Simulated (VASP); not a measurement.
Wanted: the native input for a VASP 6.6.1 run.

| Property | Result |
| --- | --- |
| Task | single point |
| Functional | PBEsol |
| Potentials or basis | VASP PAW PBE potentials, release 64 (Li_sv) |
| Cutoff | 520 eV |
| k mesh | 3 × 3 × 3 |
| Occupations | fermi-dirac, width 0.15 eV |
| Spin | no spin polarisation |
| Dipole correction | no |
| Further INCAR settings | LREAL = Auto; ALGO = Normal; EDIFF = 1e-07; NBANDS = 40 |

The structure of Li (a cell with a defect) lies in POSCAR:

```
Li
1.0
    6.9800000000      0.0000000000      0.0000000000
    0.0000000000      6.9800000000      0.0000000000
    0.0000000000      0.0000000000      6.9800000000
Li
17
Direct
   -0.0115648997     -0.0228431232      0.0046759312
    0.4939729226     -0.0040316619      0.0223919771
    0.0464560172      0.5598134670     -0.0673815186
    0.0100475645     -0.0523303725      0.5441796562
    0.2166120344      0.2294021490      0.2586722063
    0.4745836676      0.4723561605      0.0191449857
    0.4477338109     -0.0199763610      0.5120489971
    0.8368959885      0.3647846705      0.1234180516
   -0.0103659026      0.4831253582      0.5117952722
    0.2325683381      0.7281852436      0.2577941261
    0.2327796562      0.2335627507      0.7640223496
    0.4934734957      0.4655118911      0.4908542980
    0.7354730659      0.7330279370      0.2619191977
    0.7343614613      0.2298732092      0.7560734957
    0.2963070201      0.7379547278      0.7479542980
    0.7211402579      0.7316755014      0.7556969914
    0.7326083095      0.1347371060      0.3536299427
```

The input as run:

INCAR

```
  PREC = Accurate
  ENCUT = 520
  EDIFF = 1E-7
  ISMEAR = -1
  SIGMA = 0.15
  LREAL = Auto
  LASPH = True
  NELM = 60
  ALGO = Normal
  ISIF = 2
  LWAVE = False
  LCHARG = False
  GGA = PS
  NBANDS = 40
```

KPOINTS

```
regular mesh
0
Gamma
  3 3 3
```

Potentials or basis: VASP PAW PBE potentials, release 64 (Li_sv).

The run is started by

```console
$ cat potpaw_PBE.64/Li_sv/POTCAR > POTCAR
$ mpirun -np 1 vasp_std > vasp.out
```

It gave:

The largest force is 0.020 eV/Å and the band gap on the k mesh is zero (an odd number of electrons rules out a gap without spin polarisation).

Caveat: the PAW data sets were made with another functional, which shifts forces and pressure a little.

It took 3.5 min on 1 thread of AMD EPYC 9R45 96-Core Processor (Zen 5) (shared host), peak memory 0.37 GiB.
